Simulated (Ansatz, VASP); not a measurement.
**One calculation of CdPtC4N4, two programs**

```xyz
10
Lattice="6.2971 0.0000 0.0000 0.0000 6.2971 0.0000 0.0000 0.0000 6.2971" Properties=species:S:1:pos:R:3 pbc="T T T"
Cd    0.0000    0.0000    0.0000
Pt    3.1486    3.1486    3.1486
C     1.2827    1.2827    1.2827
C     1.2827    5.0145    5.0145
C     5.0145    1.2827    5.0145
C     5.0145    5.0145    1.2827
N     1.9573    1.9573    1.9573
N     1.9573    4.3399    4.3399
N     4.3399    1.9573    4.3399
N     4.3399    4.3399    1.9573
```

Alike in both runs: functional PBE; k mesh 4 × 4 × 4; occupations gaussian, width 0.1 eV; collinear spin.

Ansatz relaxed the structure, and its values are those at the end. VASP's run is a single point on that final structure, the one shown.

|  | VASP | Ansatz |
| --- | --- | --- |
| version | VASP 6.6.1 | Ansatz 0.2.0 |
| potentials or method | VASP PAW PBE potentials, release 64 (Cd, Pt, C, N), cutoff 520 eV | scalar-relativistic, plane waves, PAW |
| valence electrons in the cell | 58 | 74 |

VASP gave:

| Property | Result |
| --- | --- |
| gap on the k mesh at the Fermi level (eV) | none |
| pressure (GPa) | 0.4 |
| rms of the force components (eV/Å) | 0.174 |
| net moment per atom (μB) | 0.20 |
| size of the moment on the site where the two differ most (μB) | 1.29 |

Q: What did Ansatz give for the same quantities?

A: gap on the k mesh at the Fermi level (eV): none; pressure (GPa): 0.1; rms of the force components (eV/Å): 0.013; net moment per atom (μB): 0.20; size of the moment on the site where the two differ most (μB): 0.95.

Site moments also hang on the region over which each program counts them. A gap of «none» marks a metal or a gap that the smearing closes. One of these differences is far larger than is usual between the two programs; its cause wasn't traced. The functional is the same, so the differences come from potentials, cutoffs and numerics. VASP's potentials hold 58 valence electrons a cell and Ansatz's 74, so a difference there can come from the potentials and not from the codes.

Spin-orbit coupling is off throughout. Noted on VASP's run: the standard files for N, O and F lose accuracy on very short bonds.
